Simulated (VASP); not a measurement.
Set up this calculation in VASP 6.6.1, as the native input.

- Task: single point
- Functional: PBE
- Potentials or basis: VASP PAW PBE potentials, release 64 (Ru_pv)
- Cutoff: 520 eV
- k mesh: 16 × 16 × 16
- Occupations: fermi-dirac, width 0.05 eV
- Spin: no spin polarisation
- Dipole correction: no
- Further INCAR settings: ALGO = Normal; EDIFF = 1e-06; NBANDS = 13

The structure of Ru lies in POSCAR:

```
Ru
1.0
    0.0000000000      1.8956552431      1.8956552431
    1.8956552431      0.0000000000      1.8956552431
    1.8956552431      1.8956552431      0.0000000000
Ru
1
Direct
    0.0000000000      0.0000000000      0.0000000000
```

This cell differs from its parent crystal: volume scaled by 0.97.

One way to write it, as run:

INCAR

```
SYSTEM = Ru
PREC = Accurate
ENCUT = 520
EDIFF = 1E-6
ISMEAR = -1
SIGMA = 0.05
LREAL = .False.
LASPH = .True.
NELM = 60
ALGO = Normal
ISIF = 2
LWAVE = .False.
LCHARG = .False.
GGA = PE
NBANDS = 13
```

KPOINTS

```
Automatic mesh
0
Gamma
  16 16 16
  0 0 0
```

Potentials or basis: VASP PAW PBE potentials, release 64 (Ru_pv).

Command:

```sh
$ cat potpaw_PBE.64/Ru_pv/POTCAR > POTCAR
$ mpirun -np 1 vasp_std > vasp.out
```

It gave:

* Pressure: 4.8 GPa
* Band gap on the k mesh: zero (band 7 reaches 14.94 eV, above the bottom of band 8 at 11.36 eV)

Wall time 13 s on 1 thread of AMD EPYC 9R45 96-Core Processor (Zen 5) (shared host), peak memory 0.11 GiB.
